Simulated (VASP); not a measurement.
## SnSe2: single point with PBEsol

The system is SnSe2.

```
CELL_PARAMETERS angstrom
3.66475 0.00000 0.00000
-1.83238 3.17377 0.00000
0.00000 0.00000 6.42153
ATOMIC_POSITIONS crystal
Sn 0.00000 0.00000 0.00000
Se 0.66667 0.33333 0.74514
Se 0.33333 0.66667 0.25486
```

| Quantity | Value |
| --- | --- |
| Program | VASP 6.6.1 |
| Task | single point |
| Functional | PBEsol |
| Potentials or basis | VASP PAW PBE potentials, release 64 (Sn_d, Se) |
| Cutoff | 520 eV |
| k mesh | 12 × 12 × 6 |
| Occupations | gaussian, width 0.02 eV |
| Spin | no spin polarisation |
| Dipole correction | no |
| Further INCAR settings | ALGO = Normal; EDIFF = 1e-06; NBANDS = 20 |

```
Pressure               : 3.9 GPa
Largest force          : 0.024 eV/Å
Band gap on the k mesh : 0.27 eV, indirect (least direct gap 1.01 eV)
```

Forces on the atoms (eV/Å):
```
Sn   0.000  0.000  0.000
Se   0.000  0.000 -0.024
Se   0.000  0.000  0.024
```

Stress tensor (GPa, compression positive):
```
5.75 0.00 0.00
0.00 5.75 0.00
0.00 0.00 0.16
```

Levels at points of the mesh, in eV from the valence-band top:
```csv
k point,band 10,band 11,band 12,band 13,band 14,band 15,band 16,band 17
"(0.00, 0.00, 0.00)",-0.47,-0.47,-0.18,-0.18,1.14,3.28,4.79,4.79
"(0.50, 0.00, 0.00)",-3.51,-2.54,-1.82,-0.44,0.97,3.50,4.83,5.14
"(0.00, 0.00, 0.50)",-0.56,-0.56,-0.04,-0.04,2.78,3.19,4.58,4.58
"(0.50, 0.00, 0.50)",-2.65,-2.38,-1.25,-0.78,0.27,3.45,4.34,5.10
```

Run time: 54 s on 1 thread of Intel(R) Xeon(R) 6975P-C (Granite Rapids), on a shared host, peak memory 0.28 GiB.

Caveat: the PAW data sets were made with another functional, which shifts forces and pressure a little; spin-orbit coupling is left out, which moves the levels of the heavy elements; this functional lacks dispersion, which binds the layers, so the pressure and a relaxed spacing across them are unreliable. A k mesh can miss the band edges.
